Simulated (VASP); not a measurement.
# AgC2 (P4/mmm) in VASP: single point with PBE

Aim: the single point of AgC2 with PBE.

Program: VASP 6.6.1. These are calculated values, not measurements. Logs are shortened: lines on timing, memory, paths and dates and some standing lists are left out, and cuts for length are marked.

### Step 1. The cell of the first run

It takes space group P4/mmm (No. 123, tetragonal). Conventional cell: a = 2.987 Å, b = 2.987 Å, c = 4.176 Å, α = 90.00°, β = 90.00°, γ = 90.00°. Ag (site symmetry 4/mmm) has 16 C at 2.56 to 3.45 Å and 4 Ag at 2.99 Å within 3.5 Å. C (site symmetry 4mm) has 1 C at 1.28 Å within 1.7 Å.

The cell was generated, and may not be a known phase.

### Step 2. Single point, PBE

The input, INCAR:

```
SYSTEM = AgC2
PREC = Accurate
ENCUT = 700
EDIFF = 1E-6
ISMEAR = 0
SIGMA = 0.2
LREAL = .FALSE.
LASPH = .TRUE.
NELM = 120
ALGO = Normal
ISIF = 2
LWAVE = .FALSE.
LCHARG = .FALSE.
GGA = PE
NBANDS = 20
GGA_COMPAT = .FALSE.
```

The input, KPOINTS:

```
regular mesh
0
G
  7 7 4
  0 0 0
```

The input, POSCAR:

```
AgC2
1.0
    2.9868381901      0.0000000000      0.0000000000
    0.0000000000      2.9868381901      0.0000000000
    0.0000000000      0.0000000000      4.1762842212
Ag C
1 2
Direct
    0.0000000000      0.0000000000      0.0000000000
    0.5000000000      0.5000000000      0.3472117834
    0.5000000000      0.5000000000      0.6527882166
```

Potentials or basis: VASP PAW PBE potentials, release 64 (Ag_sv_GW, C).

Run with:

```console
$ cat potpaw_PBE.64/Ag_sv_GW/POTCAR potpaw_PBE.64/C/POTCAR > POTCAR
$ mpirun -np 1 vasp_std > vasp.out
```

OUTCAR:

```text
SYSTEM = AgC2
   PREC = Accurate
   ENCUT = 700
   EDIFF = 1E-6
   ISMEAR = 0
   LREAL = .FALSE.
   LASPH = .TRUE.
   NELM = 120
   ISIF = 2
   GGA = PE

 ion  position               nearest neighbor table
   1  0.000  0.000  0.000-
   2  0.500  0.500  0.347-   3 1.28
   3  0.500  0.500  0.653-   2 1.28

  LATTYP: Found a simple tetragonal cell.
 ALAT       =     2.9868381901
 C/A-ratio  =     1.3982291492

  Lattice vectors:

 A1 = (   2.9868381901,   0.0000000000,   0.0000000000)
 A2 = (   0.0000000000,   2.9868381901,   0.0000000000)
 A3 = (   0.0000000000,   0.0000000000,   4.1762842212)

Analysis of symmetry for initial positions (statically):
=====================================================================
 Subroutine PRICEL returns:
 Original cell was already a primitive cell.

 Routine SETGRP: Setting up the symmetry group for a
 simple tetragonal supercell.

 Subroutine GETGRP returns: Found 16 space group operations
 (whereof 16 operations were pure point group operations)
 out of a pool of 16 trial point group operations.

The static configuration has the point symmetry D_4h.

Analysis of symmetry for dynamics (positions and initial velocities):
=====================================================================
 Subroutine PRICEL returns:
 Original cell was already a primitive cell.

 Routine SETGRP: Setting up the symmetry group for a
 simple tetragonal supercell.

 Subroutine GETGRP returns: Found 16 space group operations
 (whereof 16 operations were pure point group operations)
 out of a pool of 16 trial point group operations.

The dynamic configuration has the point symmetry D_4h.

 Subroutine INISYM returns: Found 16 space group operations
 (whereof 16 operations are pure point group operations),
 and found     1 'primitive' translations

----------------------------------------------------------------------------------------

                                     Primitive cell

  volume of cell :      37.2575

  direct lattice vectors                    reciprocal lattice vectors
     2.986838190  0.000000000  0.000000000     0.334802201  0.000000000  0.000000000
     0.000000000  2.986838190  0.000000000     0.000000000  0.334802201  0.000000000
     0.000000000  0.000000000  4.176284221     0.000000000  0.000000000  0.239447305

  length of vectors
     2.986838190  2.986838190  4.176284221     0.334802201  0.334802201  0.239447305

  position of ions in fractional coordinates (direct lattice)
     0.000000000  0.000000000  0.000000000
     0.500000000  0.500000000  0.347211783
     0.500000000  0.500000000  0.652788217

  ion indices of the primitive-cell ions
   primitive index   ion index
                 1           1
                 2           2
                 3           3

----------------------------------------------------------------------------------------

 KPOINTS: regular mesh

Automatic generation of k-mesh.
 Grid dimensions read from file:
 generate k-points for:    7    7    4

 Generating k-lattice:

  Cartesian coordinates                     Fractional coordinates (reciprocal lattice)
     0.047828886  0.000000000  0.000000000     0.142857143  0.000000000  0.000000000
     0.000000000  0.047828886  0.000000000     0.000000000  0.142857143  0.000000000
     0.000000000  0.000000000  0.059861826     0.000000000  0.000000000  0.250000000

  Length of vectors
     0.047828886  0.047828886  0.059861826

  Shift w.r.t. Gamma in fractional coordinates (k-lattice)
     0.000000000  0.000000000  0.000000000

 Subroutine IBZKPT returns following result:
 ===========================================

 Found     30 irreducible k-points:

 Following reciprocal coordinates:
            Coordinates               Weight
  0.000000  0.000000  0.000000      1.000000
  0.142857  0.000000  0.000000      4.000000
  0.285714  0.000000  0.000000      4.000000
  0.428571  0.000000  0.000000      4.000000
  0.142857  0.142857  0.000000      4.000000
  0.285714  0.142857  0.000000      8.000000
[... 16 lines left out ...]
  0.285714  0.000000  0.500000      4.000000
  0.428571  0.000000  0.500000      4.000000
 [... further k-points ...]
   k-points           NKPTS =     30   k-points in BZ     NKDIM =     30   number of bands    NBANDS=     20
   number of dos      NEDOS =    301   number of ions     NIONS =      3
   total plane-waves  NPLWV =  28224
   dimension x,y,z NGX =    28 NGY =   28 NGZ =   36
   dimension x,y,z NGXF=    56 NGYF=   56 NGZF=   72
   ions per type =               1   2
   NGX,Y,Z   is equivalent  to a cutoff of  15.58, 15.58, 14.33 a.u.
   NGXF,Y,Z  is equivalent  to a cutoff of  31.17, 31.17, 28.66 a.u.
 SYSTEM =  AgC2
   PREC   = accura    normal or accurate (medium, high low for compatibility)
   ISTART =      0    job   : 0-new  1-cont  2-samecut
   ICHARG =      2    charge: 1-file 2-atom 10-const
   ISPIN  =      1    spin polarized calculation?
   LNONCOLLINEAR =      F non collinear calculations
   LSORBIT =      F    spin-orbit coupling
   LASPH  =      T    aspherical Exc in radial PAW
   ENCUT  =  700.0 eV  51.45 Ry    7.17 a.u.   6.44  6.44  9.01*2*pi/ulx,y,z
   NELM   =    120;   NELMIN=  2; NELMDL= -5     # of ELM steps
   EDIFF  = 0.1E-05   stopping-criterion for ELM
   LREAL  =      F    real-space projection
[... 7 lines left out ...]
   TEBEG  =    0.0;   TEEND  =   0.0 temperature during run
   PSTRESS=    0.0 pullay stress
   NELECT =      27.0000    total number of electrons
   NUPDOWN=      -1.0000    fix difference up-down
   EMIN   =  10.00;   EMAX   =-10.00  energy-range for DOS
   EFERMI =   0.00;   METHOD = LEGACY
   ISMEAR =     0;   SIGMA  =   0.20  broadening in eV -4-tet -1-fermi 0-gaus
   EFERMI_NEDOS =   21; number of points for ismear=-14 and -15
   IALGO  =     38    algorithm
   IMIX   =      4    mixing-type and parameters
     AMIX     =   0.40;   BMIX     =  1.00
     AMIX_MAG =   1.60;   BMIX_MAG =  1.00
  volume/ion in A,a.u.               =      12.42        83.81
  Fermi-wavevector in a.u.,A,eV,Ry     =   1.470477  2.778799 29.419918  2.162303
  Thomas-Fermi vector in A             =   2.585729
   LORBIT       =      0    0 simple, 1 ext, 2 COOP (PROOUT), +10 PAW based schemes
   GGA     = PE    functional components
   LHFCALC =     F    Hartree Fock is set to
   AEXX    =    0.0000 exact exchange contribution
   IVDW    =     0    specifies the selected vdW correction
   LEPSILON=     F    determine dielectric tensor
   LRPA    =     F    only Hartree local field effects (RPA)
 non-spin polarized calculation
 Gauss-broadening in eV      SIGMA  =   0.20
  energy-cutoff  :      700.00
  volume of cell :       37.26
 maximum number of plane-waves:      1586
 NGX is ok and might be reduce to    28
   NGX = 13   NGY = 13   NGZ = 19

 number of electron      27.0000002 magnetization

 Free energy of the ion-electron system (eV)
  ---------------------------------------------------
  ext. energy  EPLUGINS =         0.00000000
  ---------------------------------------------------
  free energy    TOTEN  =       -13.07575651 eV

  energy without entropy =      -13.01755596  energy(sigma->0) =      -13.04665624

 E-fermi :   4.3008     XC(G=0): -11.3752

 val. band max:        4.2830120200   @ k =   0.4286   0.1429   0.0000
 cond. band min:       4.3062328664   @ k =   0.2857   0.0000   0.2500
 fundamental gap:      0.0232208464
 Fermi energy:         4.3008060767

 k-point     1 :       0.0000    0.0000    0.0000
  band No.  band energies     occupation
      1     -87.2590      2.00000
      2     -50.7437      2.00000
      3     -50.7437      2.00000
      4     -50.6470      2.00000
      5      -9.9094      2.00000
      6      -2.1537      2.00000
[... 12 lines left out ...]
     19      16.9099      0.00000
     20      17.0206      0.00000

 k-point     2 :       0.1429    0.0000    0.0000
  band No.  band energies     occupation
      1     -87.2584      2.00000
      2     -50.7546      2.00000
      3     -50.7429      2.00000
      4     -50.6460      2.00000
      5      -9.7581      2.00000
      6      -1.9136      2.00000
[... 12 lines left out ...]
     19      16.9405      0.00000
     20      17.7074      0.00000

 k-point     3 :       0.2857    0.0000    0.0000
  band No.  band energies     occupation
      1     -87.2569      2.00000
      2     -50.7790      2.00000
      3     -50.7410      2.00000
      4     -50.6439      2.00000
      5      -9.3821      2.00000
      6      -1.5784      2.00000
[... 12 lines left out ...]
     19      16.1664      0.00000
     20      19.4852      0.00000

 k-point     4 :       0.4286    0.0000    0.0000
  band No.  band energies     occupation
      1     -87.2557      2.00000
      2     -50.7985      2.00000
      3     -50.7394      2.00000
      4     -50.6422      2.00000
      5      -9.0323      2.00000
      6      -1.8434      2.00000
[... 12 lines left out ...]
     19      16.5355      0.00000
     20      18.7330      0.00000

 k-point     5 :       0.1429    0.1429    0.0000
  band No.  band energies     occupation
      1     -87.2577      2.00000
      2     -50.7539      2.00000
      3     -50.7535      2.00000
      4     -50.6451      2.00000
      5      -9.6138      2.00000
      6      -1.6805      2.00000
[... 12 lines left out ...]
     19      16.5954      0.00000
     20      18.2527      0.00000
[... 353 lines left out ...]
      6      -4.3275      2.00000
[... 12 lines left out ...]
     19      16.5085      0.00000
     20      17.8186      0.00000

 k-point    22 :       0.1429    0.0000    0.5000
  band No.  band energies     occupation
      1     -87.2584      2.00000
      2     -50.7546      2.00000
      3     -50.7428      2.00000
      4     -50.6465      2.00000
      5      -9.4706      2.00000
      6      -4.0271      2.00000
[... 12 lines left out ...]
     19      17.2287      0.00000
     20      17.8762      0.00000

 k-point    23 :       0.2857    0.0000    0.5000
  band No.  band energies     occupation
      1     -87.2569      2.00000
      2     -50.7789      2.00000
      3     -50.7409      2.00000
      4     -50.6443      2.00000
      5      -9.2033      2.00000
      6      -3.2120      2.00000
[... 12 lines left out ...]
     19      17.3469      0.00000
     20      18.3136      0.00000

 k-point    24 :       0.4286    0.0000    0.5000
  band No.  band energies     occupation
      1     -87.2557      2.00000
      2     -50.7985      2.00000
      3     -50.7394      2.00000
      4     -50.6426      2.00000
      5      -8.9641      2.00000
      6      -2.2340      2.00000
[... 12 lines left out ...]
     19      15.9219      0.00000
     20      17.9717      0.00000

 [... further k-points ...]
[... 5 lines left out ...]
  --------------------------------------------------------------------------------------
  -------------------------------------------------------------------------------------
  Total        0.1101510      0.1101510     -0.0656429      0.0000000      0.0000000      0.0000000
  in kB        4.7368079      4.7368079     -2.8228304      0.0000000      0.0000000      0.0000000
  external PRESSURE =       2.2169285 kB  Pullay stress =       0.0000000 kB

 VOLUME and BASIS-vectors are now :
 -----------------------------------------------------------------------------
  energy-cutoff  :      700.00
  volume of cell :       37.26
      direct lattice vectors                 reciprocal lattice vectors
     2.986838190  0.000000000  0.000000000     0.334802201  0.000000000  0.000000000
     0.000000000  2.986838190  0.000000000     0.000000000  0.334802201  0.000000000
     0.000000000  0.000000000  4.176284221     0.000000000  0.000000000  0.239447305

 POSITION                                       TOTAL-FORCE (eV/Angst)
 -----------------------------------------------------------------------------------
      0.00000      0.00000      0.00000         0.000000      0.000000      0.000000
      1.49342      1.49342      1.45006         0.000000     -0.000000     -0.020599
      1.49342      1.49342      2.72623         0.000000      0.000000      0.020599
 -----------------------------------------------------------------------------------
    total drift:                               -0.000000     -0.000000      0.000000

  FREE ENERGIE OF THE ION-ELECTRON SYSTEM (eV)
  ---------------------------------------------------
  free  energy   TOTEN  =       -13.0757565117 eV

  energy  without entropy=      -13.0175559597  energy(sigma->0) =      -13.04665624
```

It took 50 s on 1 thread of Intel Xeon Platinum 8375C at 2.90GHz (Ice Lake), shared host; peak memory 0.2 GiB.

What came out:

```yaml
Free_energy: -13.0758 eV
Pressure: 0.2 GPa
Largest_force: 0.021 eV/Å
Band_gap_on_the_k_mesh: zero (an odd number of electrons rules out a gap without spin polarisation)
```

Forces in eV/Å, atoms in the order of the input:
```
Ag   0.000  0.000  0.000
C    0.000  0.000 -0.021
C    0.000  0.000  0.021
```

Stress tensor (GPa, compression positive):
```
 0.47  0.00  0.00
 0.00  0.47  0.00
 0.00  0.00 -0.28
```

Levels at points of the mesh, in eV from the Fermi level:
```
           k point  band 10  band 11  band 12  band 13  band 14  band 15  band 16  band 17
(0.00, 0.00, 0.00)    -3.53    -3.46    -3.17    -0.79    -0.79     6.86     7.14     7.14
(0.00, 0.00, 0.50)    -3.85    -3.16    -1.84     0.24     0.24     5.30     5.30     6.49
```

Caveat: the k points lie up to 0.38 Å⁻¹ apart, too coarse for converged energies and pressures of a metal; an odd number of electrons without spin polarisation forces a metal; a magnetic or distorted state may lie lower.

The gap in the log of VASP goes by the Fermi energy; the results here count the filled bands.